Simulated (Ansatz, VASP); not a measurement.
**One calculation of TaSi2, two programs**

Contents of POSCAR:

```
TaSi2
1.0
    4.7800000000      0.0000000000      0.0000000000
   -2.3900000000      4.1396014301      0.0000000000
    0.0000000000      0.0000000000      6.5640000000
Ta Si
3 6
Direct
    0.0000000000      0.5000000000      0.1666666667
    0.5000000000      0.5000000000      0.8333333333
    0.5000000000      0.0000000000      0.5000000000
    0.3333000000      0.1666500000      0.1666666667
    0.1666500000      0.8333500000      0.8333333333
    0.8333500000      0.6667000000      0.5000000000
    0.6667000000      0.8333500000      0.1666666667
    0.8333500000      0.1666500000      0.8333333333
    0.1666500000      0.3333000000      0.5000000000
```

INCAR.step1

```
SYSTEM = TaSi2
PREC = Accurate
ENCUT = 520
ISMEAR = -1
SIGMA = 0.05
LREAL = .FALSE.
LASPH = .TRUE.
NELM = 60
NBANDS = 38
GGA = PE
ALGO = Normal
EDIFF = 1E-4
LWAVE = .TRUE.
LCHARG = .FALSE.
```

The input INCAR.step2:

```
SYSTEM = TaSi2
PREC = Accurate
ENCUT = 520
EDIFF = 1E-6
ISMEAR = -1
SIGMA = 0.05
LREAL = .FALSE.
LASPH = .TRUE.
NELM = 60
ALGO = Normal
ISIF = 2
LWAVE = .FALSE.
LCHARG = .FALSE.
METAGGA = R2SCAN
LMIXTAU = .TRUE.
NBANDS = 38
ISTART = 1
```

Contents of KPOINTS:

```
regular mesh
0
G
  7 7 4
  0 0 0
```

input.yaml

```yaml
crystal:
  lattice:
    - [4.78, 0.0, 0.0]
    - [-2.39, 4.1396014301, 0.0]
    - [0.0, 0.0, 6.564]
  atoms:
    - { symbol: Ta, position: [0.0, 0.5, 0.1666666667] }
    - { symbol: Ta, position: [0.5, 0.5, 0.8333333333] }
    - { symbol: Ta, position: [0.5, 0.0, 0.5] }
    - { symbol: Si, position: [0.3333, 0.16665, 0.1666666667] }
    - { symbol: Si, position: [0.16665, 0.83335, 0.8333333333] }
    - { symbol: Si, position: [0.83335, 0.6667, 0.5] }
    - { symbol: Si, position: [0.6667, 0.83335, 0.1666666667] }
    - { symbol: Si, position: [0.83335, 0.16665, 0.8333333333] }
    - { symbol: Si, position: [0.16665, 0.3333, 0.5] }
hamiltonian:
  xc: r2scan
  pseudopotentials: { kind: paw }
kpoints:
  mp_grid: { grid: [7, 7, 4] }
  band_path:
    path:
      - [[0.0, 0.0, 0.0], [0.5, 0.0, 0.0], [0.3333333333, 0.3333333333, 0.0], [0.0, 0.0, 0.0], [0.0, 0.0, 0.5], [0.5, 0.0, 0.5], [0.3333333333, 0.3333333333, 0.5], [0.0, 0.0, 0.5]]
      - [[0.5, 0.0, 0.5], [0.5, 0.0, 0.0]]
      - [[0.3333333333, 0.3333333333, 0.0], [0.3333333333, 0.3333333333, 0.5]]
    npoints: 10
scf:
  occupations: { method: fermi_dirac, width: 0.05 }
  n_extra_bands: 22
output:
  forces: true
  stress: true
  eigenvalues: true
  fatbands: true
  write_density: true
  write_potential: true
  elf: true
  volumetric_format: npy
```

Alike in both runs: functional r2SCAN; k mesh 7 × 7 × 4; occupations fermi-dirac, width 0.05 eV; no spin polarisation.

|  | VASP | Ansatz |
| --- | --- | --- |
| version | VASP 6.6.1 | Ansatz 0.2.0 |
| potentials or method | VASP PAW PBE potentials, release 64 (Ta_pv, Si) | Ansatz PAW |
| plane-wave cutoff (eV) | 520 | 500 |
| valence electrons in the cell | 57 | 63 |
| task | single point | band structure |

|  | VASP | Ansatz | Ansatz less VASP |
| --- | --- | --- | --- |
| gap on the k mesh at the Fermi level (eV) | none | none | - |
| pressure (GPa) | 0.4 | 0.1 | -0.31 |
| traceless stress, the component that is largest in VASP (GPa) | 1.54 | 1.60 | +0.058 |
| rms of the force components (eV/Å) | 0.397 | 0.394 | -0.0039 |

VASP's potentials were made for PBE, not for r2SCAN. Atom by atom the forces differ by 0.004 eV/Å (rms over components). A gap of «none» marks a metal or a gap that the smearing closes. The functional is the same, so the differences come from potentials, cutoffs and numerics. VASP's potentials hold 57 valence electrons a cell and Ansatz's 63, so a difference there can come from the potentials and not from the codes.

Spin-orbit coupling is off throughout.
